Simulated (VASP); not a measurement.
CoSi2, 3 atoms in the cell. Symmetry: Fm-3m, No. 225, cubic system. The conventional cell has a = 5.356 Å, b = 5.356 Å, c = 5.356 Å, α = 90.00°, β = 90.00°, γ = 90.00°. Within 3.1 Å of Co (site symmetry m-3m) lie 8 Si at 2.32 Å. Si (site symmetry -43m) has 4 Co at 2.32 Å and 6 Si at 2.68 Å within 3.1 Å. 

```yaml
Program: VASP 6.6.1
Task: single point
Functional: PBE
Potentials_or_basis: VASP PAW PBE potentials, release 64 (Co, Si)
Cutoff: 520 eV
k_mesh: 12 × 12 × 12
Occupations: gaussian, width 0.05 eV
Spin: collinear spin, ferromagnetic start
Starting_moments: "[1.5, 0.0, 0.0] μB"
Dipole_correction: no
Further_INCAR_settings: ALGO = Normal; EDIFF = 1e-06; NBANDS = 20
```

Potentials or basis: VASP PAW PBE potentials, release 64 (Co, Si).

Run with:

```bash
$ cat potpaw_PBE.64/Co/POTCAR potpaw_PBE.64/Si/POTCAR > POTCAR
$ mpirun -np 1 vasp_std > vasp.out
```

Hardware: 1 thread of Intel Xeon 8259CL, on a shared host.

Task: How long does it take, and how much memory?

Result: Wall time 2.7 min on 1 thread of Intel Xeon 8259CL, with other jobs on the host, peak memory 0.23 GiB. Counts: scf iterations 14, k points 72.
